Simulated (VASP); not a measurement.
Set up this calculation in VASP 6.6.1, as the native input.

* Task: single point
* Functional: PBE
* Potentials or basis: VASP PAW PBE potentials, release 64 (Ti_sv, O)
* Cutoff: 520 eV
* k mesh: 6 × 6 × 10
* Occupations: gaussian, width 0.05 eV
* Spin: no spin polarisation
* Hubbard terms: Ti d U = 4.0 eV
* Dipole correction: no
* Further INCAR settings: ALGO = Normal; EDIFF = 1e-06; NBANDS = 33

The structure of TiO2 lies in POSCAR:

```
TiO2
1.0
    5.0116130050      0.0000000000      0.0000000000
    0.0000000000      5.0116130050      0.0000000000
    0.0000000000      0.0000000000      2.8861283248
Ti O
2 4
Direct
    0.0000000000      0.0000000000      0.0000000000
    0.5000000000      0.5000000000      0.5000000000
    0.3056475955      0.3056475955      0.0000000000
    0.1943524045      0.8056475955      0.5000000000
    0.6943524045      0.6943524045      0.0000000000
    0.8056475955      0.1943524045      0.5000000000
```

This cell differs from its parent crystal: strain +0.080 along x and y, -0.040 along z.

One way to write it, as run:

INCAR

```
SYSTEM = TiO2
ALGO = Normal
EDIFF = 1E-6
ENCUT = 520
GGA = PE
ISIF = 2
ISMEAR = 0
LASPH = .True.
LCHARG = .False.
LDAU = .True.
LDAUJ = 0 0
LDAUL = 2 -1
LDAUPRINT = 1
LDAUTYPE = 2
LDAUU = 4 0
LMAXMIX = 4
LREAL = .False.
LWAVE = .False.
NBANDS = 33
NELM = 150
PREC = Accurate
SIGMA = 0.05
```

KPOINTS

```
k-points
0
Gamma
  6 6 10
  0 0 0
```

Potentials or basis: VASP PAW PBE potentials, release 64 (Ti_sv, O).

Command:

```sh
$ cat potpaw_PBE.64/Ti_sv/POTCAR potpaw_PBE.64/O/POTCAR > POTCAR
$ mpirun -np 1 vasp_std > vasp.out
```

It gave:

```json
{
 "Pressure": "-12.3 GPa",
 "Largest force": "0.652 eV/Å",
 "Band gap on the k mesh": "2.09 eV (least direct gap 2.15 eV)"
}
```

Caveat: the cell differs from its parent crystal (strain +0.080 along x and y, -0.040 along z); the cell stands under tension.

It took 6.3 min on 1 thread of Intel Xeon 8259CL, on a shared host, peak memory 0.25 GiB.
